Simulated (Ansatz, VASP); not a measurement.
Two plane-wave programs on Cu5Mo

INCAR

```
PREC = Accurate
ENCUT = 520
EDIFF = 1E-6
ISMEAR = 0
SIGMA = 0.1
LREAL = F
LASPH = T
NELM = 60
ALGO = Fast
ISIF = 2
LWAVE = F
LCHARG = T
GGA = PE
LELF = T
LVHAR = T
NBANDS = 44
```

Contents of KPOINTS:

```
regular mesh
0
Gamma
  6 6 4
```

POSCAR

```
Cu5Mo
1.0
    5.0046579700      0.0000000000      0.0000000000
   -2.5023289900      4.3341609400      0.0000000000
    0.0000000000      0.0000000000      4.1091202500
Cu Mo
5 1
Direct
    0.5000000000      0.0000000000      0.5000000000
    0.5000000000      0.5000000000      0.5000000000
    0.0000000000      0.5000000000      0.5000000000
    0.3333333300      0.6666666700      0.0000000000
    0.6666666700      0.3333333300      0.0000000000
    0.0000000000      0.0000000000      0.0000000000
```

Input for Ansatz:

```yaml
crystal:
  lattice:
    - [5.00465797, 0.0, 0.0]
    - [-2.50232899, 4.33416094, 0.0]
    - [0.0, 0.0, 4.10912025]
  atoms:
    - { symbol: Cu, position: [0.5, 0.0, 0.5] }
    - { symbol: Cu, position: [0.5, 0.5, 0.5] }
    - { symbol: Cu, position: [0.0, 0.5, 0.5] }
    - { symbol: Cu, position: [0.33333333, 0.66666667, 0.0] }
    - { symbol: Cu, position: [0.66666667, 0.33333333, 0.0] }
    - { symbol: Mo, position: [0.0, 0.0, 0.0] }
basis:
  ecutwfc: 420
kpoints:
  mp_grid: { grid: [6, 6, 4] }
hamiltonian:
  xc: pbe
scf:
  occupations: { method: gaussian, width: 0.1 }
  lower_state_search: "off"
output:
  forces: true
  stress: true
  eigenvalues: true
```

Change from the starting cell: species swapped into the LuNi5 type (P6/mmm, No. 191).

Alike in both runs: task single point; functional PBE; k mesh 6 × 6 × 4; occupations gaussian, width 0.1 eV; no spin polarisation.

|  | VASP | Ansatz |
| --- | --- | --- |
| version | VASP 6.6.1 | Ansatz 0.2.0 |
| potentials or method | VASP PAW PBE potentials, release 64 (Cu, Mo_sv), cutoff 520 eV | scalar-relativistic, plane waves, PAW |
| valence electrons in the cell | 69 | 109 |

```csv
,VASP,Ansatz,Ansatz less VASP
gap on the k mesh at the Fermi level (eV),none,none,-
pressure (GPa),-12.8,-13.4,-0.55
"traceless stress, the component that is largest in VASP (GPa)",4.92,4.92,0.000
```

A gap of «none» marks a metal or a gap that the smearing closes. VASP's potentials hold 69 valence electrons a cell and Ansatz's 109, so a difference there can come from the potentials and not from the codes.

The k mesh is coarse, so the values compare programs but aren't converged.
